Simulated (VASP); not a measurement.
# Co (Pm-3m) in VASP: further runs

Co is run at these levels: LDA; tasks: single point.

Program: VASP 6.6.1. These are calculated values, not measurements. Logs are shortened: lines on timing, memory, paths and dates and some standing lists are left out, and cuts for length are marked.

### 1 The cell of the first run

Symmetry: Pm-3m, No. 221, cubic system. Conventional cell: a = 2.049 Å, b = 2.049 Å, c = 2.049 Å, α = 90.00°, β = 90.00°, γ = 90.00°. Within 2.7 Å of Co (site symmetry m-3m) lie 6 Co at 2.05 Å.

### 2 Single point, LDA, collinear spin, ferromagnetic start

Input file INCAR:

```
ALGO = Normal
EDIFF = 1E-6
ENCUT = 520
GGA = CA
ISIF = 2
ISMEAR = -1
ISPIN = 2
LASPH = T
LCHARG = T
LELF = T
LMAXMIX = 4
LORBIT = 11
LREAL = F
LVHAR = T
LWAVE = F
MAGMOM = 1.7
NBANDS = 14
NELM = 150
PREC = Accurate
SIGMA = 0.1
```

Input file KPOINTS:

```
k-points
0
Gamma
  19 19 19
```

Input file POSCAR:

```
Co
1.0
    2.0487457229      0.0000000000      0.0000000000
    0.0000000000      2.0487457229      0.0000000000
    0.0000000000      0.0000000000      2.0487457229
Co
1
Direct
    0.0000000000      0.0000000000      0.0000000000
```

Potentials or basis: VASP PAW LDA potentials, release 64 (Co).

Command:

```console
$ cat potpaw_LDA.64/Co/POTCAR > POTCAR
$ mpirun -np 1 vasp_std > vasp.out
```

OUTCAR:

```text
EDIFF = 1E-6
   ENCUT = 520
   GGA = CA
   ISIF = 2
   ISMEAR = -1
   ISPIN = 2
   LASPH = T
   LORBIT = 11
   LREAL = F
   NELM = 150
   PREC = Accurate

 ion  position               nearest neighbor table
   1  0.000  0.000  0.000-

  LATTYP: Found a simple cubic cell.
 ALAT       =     2.0487457229

  Lattice vectors:

 A1 = (   2.0487457229,   0.0000000000,   0.0000000000)
 A2 = (   0.0000000000,   2.0487457229,   0.0000000000)
 A3 = (   0.0000000000,   0.0000000000,   2.0487457229)

Analysis of symmetry for initial positions (statically):
=====================================================================
 Subroutine PRICEL returns:
 Original cell was already a primitive cell.

 Routine SETGRP: Setting up the symmetry group for a
 simple cubic supercell.

 Subroutine GETGRP returns: Found 48 space group operations
[... 9 lines left out ...]

 Routine SETGRP: Setting up the symmetry group for a
 simple cubic supercell.

 Subroutine GETGRP returns: Found 48 space group operations
 (whereof 48 operations were pure point group operations)
 out of a pool of 48 trial point group operations.

The dynamic configuration has the point symmetry O_h .

Analysis of structural, dynamic, and magnetic symmetry:
=====================================================================
 Subroutine PRICEL returns:
 Original cell was already a primitive cell.

 Routine SETGRP: Setting up the symmetry group for a
 simple cubic supercell.

 Subroutine GETGRP returns: Found 48 space group operations
 (whereof 48 operations were pure point group operations)
 out of a pool of 48 trial point group operations.

The overall configuration has the point symmetry O_h .

 Subroutine INISYM returns: Found 48 space group operations
[... 5 lines left out ...]
                                     Primitive cell

  volume of cell :       8.5993

  direct lattice vectors                    reciprocal lattice vectors
     2.048745723  0.000000000  0.000000000     0.488103521  0.000000000  0.000000000
     0.000000000  2.048745723  0.000000000     0.000000000  0.488103521  0.000000000
     0.000000000  0.000000000  2.048745723     0.000000000  0.000000000  0.488103521

  length of vectors
     2.048745723  2.048745723  2.048745723     0.488103521  0.488103521  0.488103521

  position of ions in fractional coordinates (direct lattice)
     0.000000000  0.000000000  0.000000000

  ion indices of the primitive-cell ions
   primitive index   ion index
                 1           1

----------------------------------------------------------------------------------------

 KPOINTS: k-points

Automatic generation of k-mesh.
 Grid dimensions read from file:
[... 97 lines left out ...]
  energy-cutoff  :      520.00
  volume of cell :        8.60
 maximum number of plane-waves:       251
 NGX is ok and might be reduce to    16
   NGX =  7   NGY =  7   NGZ =  7

 number of electron       9.0000012 magnetization       0.0035568

 number of electron       9.0000012 magnetization      -0.0009574

 Free energy of the ion-electron system (eV)
  ---------------------------------------------------
  ext. energy  EPLUGINS =         0.00000000
  ---------------------------------------------------
  free energy    TOTEN  =        -6.63499479 eV

  energy without entropy =       -6.57515164  energy(sigma->0) =       -6.60507321

 E-fermi :  14.1088     XC(G=0): -15.0381

 val. band max:       14.1075649927   @ k =   0.1579   0.1053   0.1053
 cond. band min:      14.1189035409   @ k =   0.2632   0.2105   0.1053
 fundamental gap:      0.0113385482
 Fermi energy:        14.1087773592

 spin component 1

 k-point     1 :       0.0000    0.0000    0.0000
  band No.  band energies     occupation
      1       3.6995      1.00000
      2       8.4253      1.00000
      3       8.4253      1.00000
      4      14.9062      0.00034
      5      14.9062      0.00034
      6      14.9062      0.00034
      7      38.6101      0.00000
      8      38.6101      0.00000
      9      38.6101      0.00000
     10      43.9801      0.00000
     11      43.9801      0.00000
     12      49.4205      0.00000
     13      53.5315      0.00000
     14      62.9304      0.00000
[... 379 lines left out ...]
      3      10.6784      1.00000
      4      13.3486      0.99950
      5      13.3591      0.99945
      6      14.8137      0.00087
      7      25.6720      0.00000
      8      38.3512      0.00000
      9      44.1460      0.00000
     10      44.2402      0.00000
     11      49.3171      0.00000
     12      52.2475      0.00000
     13      54.1394      0.00000
     14      57.1640      0.00000

 [... further k-points ...]

 spin component 2

 k-point     1 :       0.0000    0.0000    0.0000
  band No.  band energies     occupation
      1       3.6993      1.00000
      2       8.4247      1.00000
      3       8.4247      1.00000
      4      14.9052      0.00035
      5      14.9052      0.00035
      6      14.9052      0.00035
      7      38.6098      0.00000
      8      38.6098      0.00000
      9      38.6098      0.00000
     10      43.9797      0.00000
     11      43.9797      0.00000
     12      49.4199      0.00000
     13      53.5299      0.00000
     14      62.9301      0.00000
[... 379 lines left out ...]
      3      10.6778      1.00000
      4      13.3477      0.99951
      5      13.3582      0.99945
      6      14.8128      0.00088
      7      25.6716      0.00000
      8      38.3508      0.00000
      9      44.1458      0.00000
     10      44.2399      0.00000
     11      49.3168      0.00000
     12      52.2456      0.00000
     13      54.1389      0.00000
     14      57.1637      0.00000

 [... further k-points ...]
[... 5 lines left out ...]
  --------------------------------------------------------------------------------------
  -------------------------------------------------------------------------------------
  Total        5.1470714      5.1470714      5.1470714      0.0000000     -0.0000000      0.0000000
  in kB      958.9734806    958.9734806    958.9734806      0.0000000     -0.0000000      0.0000000
  external PRESSURE =     958.9734806 kB  Pullay stress =       0.0000000 kB

 VOLUME and BASIS-vectors are now :
 -----------------------------------------------------------------------------
  energy-cutoff  :      520.00
  volume of cell :        8.60
      direct lattice vectors                 reciprocal lattice vectors
     2.048745723  0.000000000  0.000000000     0.488103521  0.000000000  0.000000000
     0.000000000  2.048745723  0.000000000     0.000000000  0.488103521  0.000000000
     0.000000000  0.000000000  2.048745723     0.000000000  0.000000000  0.488103521

 POSITION                                       TOTAL-FORCE (eV/Angst)
 -----------------------------------------------------------------------------------
      0.00000      0.00000      0.00000         0.000000      0.000000      0.000000
 -----------------------------------------------------------------------------------
    total drift:                               -0.000000      0.000000      0.000000

  FREE ENERGIE OF THE ION-ELECTRON SYSTEM (eV)
  ---------------------------------------------------
  free  energy   TOTEN  =        -6.6349947906 eV

  energy  without entropy=       -6.5751516388  energy(sigma->0) =       -6.60507321

 total charge

# of ion       s       p       d       tot
------------------------------------------
    1        0.656   0.698   7.711   9.066

 magnetization (x)

# of ion       s       p       d       tot
------------------------------------------
    1       -0.000  -0.000  -0.001  -0.001
```

stdout:

```text
POSCAR found type information on POSCAR Co
 POSCAR found :  1 types and       1 ions
 scaLAPACK will be used
 LDA part: xc-table for (Slater(with rela. corr.)+CA(PZ))
 , standard interpolation
 POSCAR, INCAR and KPOINTS ok, starting setup
 FFT: planning ... GRIDC
 FFT: planning ... GRID_SOFT
 FFT: planning ... GRID
 WAVECAR not read
 entering main loop
```

Run time: 25 s. Hardware: 1 thread of AMD EPYC 9R45 (Zen 5), shared host; peak memory 0.12 GiB.

What came out:

- Free energy: -6.6350 eV
- Pressure: 95.9 GPa
- Net moment: 0.00 μB per cell

Caveat: the starting moments collapsed, and a magnetic state may lie lower.

### 3 Single point, LDA, collinear spin, ferromagnetic start

Input file INCAR:

```
ALGO = Normal ; EDIFF = 1E-6
ENCUT = 520 ; ISIF = 2
ISMEAR = -1 ; ISPIN = 2
LASPH = T ; LCHARG = F
LMAXMIX = 4 ; LORBIT = 11
LREAL = F ; LWAVE = F
MAGMOM = 1.7 ; NBANDS = 14
NELM = 150 ; PREC = Accurate
SIGMA = 0.1
```

KPOINTS is that of step 2.

Input file POSCAR:

```
Co
1.0
    2.0478848927      0.0000000000      0.0000000000
    0.0000000000      2.0478848927      0.0000000000
    0.0000000000      0.0000000000      2.0478848927
Co
1
Direct
    0.0000000000      0.0000000000      0.0000000000
```

Potentials or basis: VASP PAW LDA potentials, release 64 (Co).

Command:

```console
$ cat potpaw_LDA.64/Co/POTCAR > POTCAR
$ mpirun -np 1 vasp_std > vasp.out
```

OUTCAR:

```text
EDIFF = 1E-6
   ENCUT = 520
   ISIF = 2
   ISMEAR = -1
   ISPIN = 2
   LASPH = T
   LORBIT = 11
   LREAL = F
   NELM = 150
   PREC = Accurate

 ion  position               nearest neighbor table
   1  0.000  0.000  0.000-

  LATTYP: Found a simple cubic cell.
 ALAT       =     2.0478848927

  Lattice vectors:

 A1 = (   2.0478848927,   0.0000000000,   0.0000000000)
 A2 = (   0.0000000000,   2.0478848927,   0.0000000000)
 A3 = (   0.0000000000,   0.0000000000,   2.0478848927)

Analysis of symmetry for initial positions (statically):
=====================================================================
 Subroutine PRICEL returns:
 Original cell was already a primitive cell.

 Routine SETGRP: Setting up the symmetry group for a
 simple cubic supercell.

 Subroutine GETGRP returns: Found 48 space group operations
[... 9 lines left out ...]

 Routine SETGRP: Setting up the symmetry group for a
 simple cubic supercell.

 Subroutine GETGRP returns: Found 48 space group operations
 (whereof 48 operations were pure point group operations)
 out of a pool of 48 trial point group operations.

The dynamic configuration has the point symmetry O_h .

Analysis of structural, dynamic, and magnetic symmetry:
=====================================================================
 Subroutine PRICEL returns:
 Original cell was already a primitive cell.

 Routine SETGRP: Setting up the symmetry group for a
 simple cubic supercell.

 Subroutine GETGRP returns: Found 48 space group operations
 (whereof 48 operations were pure point group operations)
 out of a pool of 48 trial point group operations.

The overall configuration has the point symmetry O_h .

 Subroutine INISYM returns: Found 48 space group operations
[... 5 lines left out ...]
                                     Primitive cell

  volume of cell :       8.5885

  direct lattice vectors                    reciprocal lattice vectors
     2.047884893  0.000000000  0.000000000     0.488308695  0.000000000  0.000000000
     0.000000000  2.047884893  0.000000000     0.000000000  0.488308695  0.000000000
     0.000000000  0.000000000  2.047884893     0.000000000  0.000000000  0.488308695

  length of vectors
     2.047884893  2.047884893  2.047884893     0.488308695  0.488308695  0.488308695
[... 137 lines left out ...]

 k-point     1 :       0.0000    0.0000    0.0000
  band No.  band energies     occupation
      1       3.7152      1.00000
      2       8.4403      1.00000
      3       8.4403      1.00000
      4      14.9325      0.00034
      5      14.9325      0.00034
      6      14.9325      0.00034
      7      38.6527      0.00000
      8      38.6527      0.00000
      9      38.6527      0.00000
     10      44.0287      0.00000
     11      44.0287      0.00000
     12      49.4669      0.00000
     13      53.5633      0.00000
     14      62.9835      0.00000
[... 379 lines left out ...]
      3      10.6978      1.00000
      4      13.3718      0.99951
      5      13.3826      0.99945
      6      14.8399      0.00086
      7      25.7088      0.00000
      8      38.3934      0.00000
      9      44.1883      0.00000
     10      44.2884      0.00000
     11      49.3690      0.00000
     12      52.2733      0.00000
     13      54.1943      0.00000
     14      57.2200      0.00000

 [... further k-points ...]

 spin component 2

 k-point     1 :       0.0000    0.0000    0.0000
  band No.  band energies     occupation
      1       3.7150      1.00000
      2       8.4398      1.00000
      3       8.4398      1.00000
      4      14.9317      0.00034
      5      14.9317      0.00034
      6      14.9317      0.00034
      7      38.6525      0.00000
      8      38.6525      0.00000
      9      38.6525      0.00000
     10      44.0284      0.00000
     11      44.0284      0.00000
     12      49.4664      0.00000
     13      53.5620      0.00000
     14      62.9832      0.00000
[... 379 lines left out ...]
      3      10.6973      1.00000
      4      13.3711      0.99951
      5      13.3819      0.99946
      6      14.8391      0.00086
      7      25.7084      0.00000
      8      38.3932      0.00000
      9      44.1881      0.00000
     10      44.2881      0.00000
     11      49.3688      0.00000
     12      52.2717      0.00000
     13      54.1939      0.00000
     14      57.2197      0.00000

 [... further k-points ...]
[... 5 lines left out ...]
  --------------------------------------------------------------------------------------
  -------------------------------------------------------------------------------------
  Total        5.1819253      5.1819253      5.1819253      0.0000000      0.0000000      0.0000000
  in kB      966.6852684    966.6852684    966.6852684      0.0000000      0.0000000      0.0000000
  external PRESSURE =     966.6852684 kB  Pullay stress =       0.0000000 kB

 VOLUME and BASIS-vectors are now :
 -----------------------------------------------------------------------------
  energy-cutoff  :      520.00
  volume of cell :        8.59
      direct lattice vectors                 reciprocal lattice vectors
     2.047884893  0.000000000  0.000000000     0.488308695  0.000000000  0.000000000
     0.000000000  2.047884893  0.000000000     0.000000000  0.488308695  0.000000000
     0.000000000  0.000000000  2.047884893     0.000000000  0.000000000  0.488308695

 POSITION                                       TOTAL-FORCE (eV/Angst)
 -----------------------------------------------------------------------------------
      0.00000      0.00000      0.00000         0.000000      0.000000      0.000000
 -----------------------------------------------------------------------------------
    total drift:                                0.000000      0.000000      0.000000

  FREE ENERGIE OF THE ION-ELECTRON SYSTEM (eV)
  ---------------------------------------------------
  free  energy   TOTEN  =        -6.6284833210 eV

  energy  without entropy=       -6.5687503656  energy(sigma->0) =       -6.59861684

 total charge

# of ion       s       p       d       tot
------------------------------------------
    1        0.657   0.699   7.713   9.070

 magnetization (x)

# of ion       s       p       d       tot
------------------------------------------
    1       -0.000  -0.000  -0.001  -0.001
```

stdout:

```text
POSCAR found type information on POSCAR Co
 POSCAR found :  1 types and       1 ions
 scaLAPACK will be used
 LDA part: xc-table for (Slater(with rela. corr.)+CA(PZ))
 , standard interpolation
 POSCAR, INCAR and KPOINTS ok, starting setup
 FFT: planning ... GRIDC
 FFT: planning ... GRID_SOFT
 FFT: planning ... GRID
 WAVECAR not read
 entering main loop
```

Wall time 25 s (1 thread of AMD EPYC 9R45 (Zen 5), shared host); peak memory 0.11 GiB.

What came out:

| Quantity | Value |
| --- | --- |
| Free energy | -6.6285 eV |
| Pressure | 96.7 GPa |
| Net moment | 0.00 μB per cell |

Caveat: the starting moments collapsed, and a magnetic state may lie lower.
